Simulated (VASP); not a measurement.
# ZnO in VASP: further runs, part 2 of 2

VASP 6.6.1. Earlier steps stand in the parts before.

### 3 Single point, PBE+D3(BJ)

File INCAR:

```
SYSTEM = ZnO
PREC = Accurate
ENCUT = 520
EDIFF = 1E-7
ISMEAR = -1
SIGMA = 0.02
LREAL = .False.
LASPH = .True.
NELM = 100
ALGO = Normal
ISIF = 2
LWAVE = .False.
LCHARG = .False.
GGA = PE
IVDW = 12
NBANDS = 66
```

File KPOINTS:

```
regular mesh
0
Gamma
  2 2 1
  0 0 0
```

File POSCAR:

```
ZnO
1.0
    5.5339020000      0.0000000000      0.0000000000
   -2.7669510000      5.3469200000      0.0000000000
    0.0000000000      0.0000000000     17.3926410000
Zn O
6 6
Direct
    0.3333271894      0.0000000000      0.0574955810
    0.6268571606      0.6542458088      0.0707943089
    0.9001791409      0.0262394051      0.2167008449
    0.9653946142      0.4096564003      0.0900208312
    0.5979912430      0.1911941828      0.2596557935
    0.3087388232      0.4944902860      0.2614209078
    0.2986367616      0.6794939891      0.0676550502
    0.6021215319      0.3458252601      0.0590422122
    0.9455735322      0.9986122852      0.1028710936
    0.9362217676      0.3712604640      0.2079500175
    0.5742573944      0.8533884928      0.2684353687
    0.2602754339      0.1779716173      0.2813373771
```

Potentials or basis: VASP PAW PBE potentials, release 64 (Zn, O).

Started as:

```
$ cat potpaw_PBE.64/Zn/POTCAR potpaw_PBE.64/O/POTCAR > POTCAR
$ mpirun -np 1 vasp_std > vasp.out
```

OUTCAR:

```text
SYSTEM = ZnO
   PREC = Accurate
   ENCUT = 520
   EDIFF = 1E-7
   ISMEAR = -1
   LREAL = .False.
   LASPH = .True.
   NELM = 100
   ISIF = 2
   GGA = PE
   IVDW = 12
 IVDW          = 12

 ion  position               nearest neighbor table
   1  0.333  0.000  0.057-   7 1.86   8 1.92   9 2.28
   2  0.627  0.654  0.071-   8 1.81   7 1.89   9 2.09   4 2.89
   3  0.900  0.026  0.217-  11 1.85  10 2.00   9 2.01  12 2.10   5 2.42   6 2.79
   4  0.965  0.410  0.090-   7 1.85   8 1.94  10 2.06   9 2.44   2 2.89
   5  0.598  0.191  0.260-  12 1.87  10 1.90  11 1.98   3 2.42   6 2.93
   6  0.309  0.494  0.261-  12 1.83  11 1.98  10 2.06   3 2.79   5 2.93
   7  0.299  0.679  0.068-   4 1.85   1 1.86   2 1.89
   8  0.602  0.346  0.059-   2 1.81   1 1.92   4 1.94
   9  0.946  0.999  0.103-   3 2.01   2 2.09   1 2.28   4 2.44
  10  0.936  0.371  0.208-   5 1.90   3 2.00   4 2.06   6 2.06
  11  0.574  0.853  0.268-   3 1.85   6 1.98   5 1.98
  12  0.260  0.178  0.281-   6 1.83   5 1.87   3 2.10

  LATTYP: Found a base centered orthorhombic cell.
 ALAT       =     5.5339020000
 B/A-ratio  =     1.9324230895
 C/A-ratio  =     3.1429253716

  Lattice vectors:
[... 459 lines left out ...]
     66       3.4653      0.00000

------------------------ aborting loop because EDIFF is reached ----------------------------------------

 Edisp (eV)   -1.41446

 E8    (eV) :    -0.5572

  FORCE on cell =-STRESS in cart. coord.  units (eV):
  Direction    XX          YY          ZZ          XY          YZ          ZX
  --------------------------------------------------------------------------------------
  -------------------------------------------------------------------------------------
  Total       1.12786    -5.68318    -2.00734    -4.58844    -0.84987    -1.19574
  in kB       3.51128   -17.69300    -6.24929   -14.28483    -2.64585    -3.72261
  external pressure =       -6.81 kB  Pullay stress =        0.00 kB

 VOLUME and BASIS-vectors are now :
 -----------------------------------------------------------------------------
  energy-cutoff  :      520.00
  volume of cell :      514.64
      direct lattice vectors                 reciprocal lattice vectors
     5.533902000  0.000000000  0.000000000     0.180704320  0.093511779  0.000000000
    -2.766951000  5.346920000  0.000000000     0.000000000  0.187023557  0.000000000
     0.000000000  0.000000000 17.392641000     0.000000000  0.000000000  0.057495581

 POSITION                                       TOTAL-FORCE (eV/Angst)
 -----------------------------------------------------------------------------------
      1.84460      0.00000      1.00000        -1.056348      0.826053      1.113988
      1.65870      3.49820      1.23130         0.023341      2.026787      0.621518
      4.90890      0.14030      3.76900         2.484371     -0.834755     -0.802795
      4.20890      2.19040      1.56570        -0.128397     -1.291972      0.864647
      2.78020      1.02230      4.51610        -1.455915     -0.304100      0.172859
      0.34030      2.64400      4.54680        -0.249651      2.376122     -0.100369
     -0.22750      3.63320      1.17670        -0.030989      0.602837     -0.577473
      2.37520      1.84910      1.02690         0.672529     -1.546530     -0.389255
      2.46960      5.33950      1.78920         0.431330     -0.760349     -1.044306
      4.15370      1.98510      3.61680        -0.122660      0.953470      0.038809
      0.81660      4.56300      4.66880        -0.767992     -1.670217      0.240593
      0.94790      0.95160      4.89320         0.200382     -0.377346     -0.138216
 -----------------------------------------------------------------------------------
    total drift:                                0.002007     -0.000381     -0.000534

  FREE ENERGIE OF THE ION-ELECTRON SYSTEM (eV)
  ---------------------------------------------------
  free  energy   TOTEN  =       -50.2674300847 eV

  energy  without entropy=      -50.2674300847  energy(sigma->0) =      -50.26743008
```

Wall time 5.5 min (1 thread of Intel Xeon Platinum 8488C (Sapphire Rapids), shared host); peak memory 0.65 GiB.

What came out:

```yaml
Free_energy: -50.2674 eV
Largest_force: 2.741 eV/Å
Band_gap_on_the_k_mesh: 1.09 eV (least direct gap 1.11 eV)
Dispersion_energy_per_atom: -0.118 eV
```

Forces on the atoms (eV/Å):
```
Zn  -1.056  0.826  1.114
Zn   0.023  2.027  0.622
Zn   2.484 -0.835 -0.803
Zn  -0.128 -1.292  0.865
Zn  -1.456 -0.304  0.173
Zn  -0.250  2.376 -0.100
O   -0.031  0.603 -0.577
O    0.673 -1.547 -0.389
O    0.431 -0.760 -1.044
O   -0.123  0.953  0.039
O   -0.768 -1.670  0.241
O    0.200 -0.377 -0.138
```

Levels at points of the mesh, in eV from the valence-band top:
```csv
k point,band 50,band 51,band 52,band 53,band 54,band 55,band 56,band 57,band 58,band 59
"(0.00, 0.00, 0.00)",-0.84,-0.60,-0.43,-0.29,-0.02,1.10,2.71,4.52,5.30,5.56
"(0.50, 0.00, 0.00)",-0.99,-0.79,-0.67,-0.23,0.00,3.26,3.57,4.02,4.64,5.11
"(0.50, 0.50, 0.00)",-1.06,-0.72,-0.64,-0.38,-0.22,3.06,3.47,4.27,4.40,5.04
"(0.00, 0.50, 0.00)",-1.05,-0.80,-0.61,-0.29,-0.12,3.22,3.42,3.97,4.34,4.84
```

Caveat: the k points lie up to 0.64 Å⁻¹ apart; the atoms stand as in a frame of molecular dynamics.
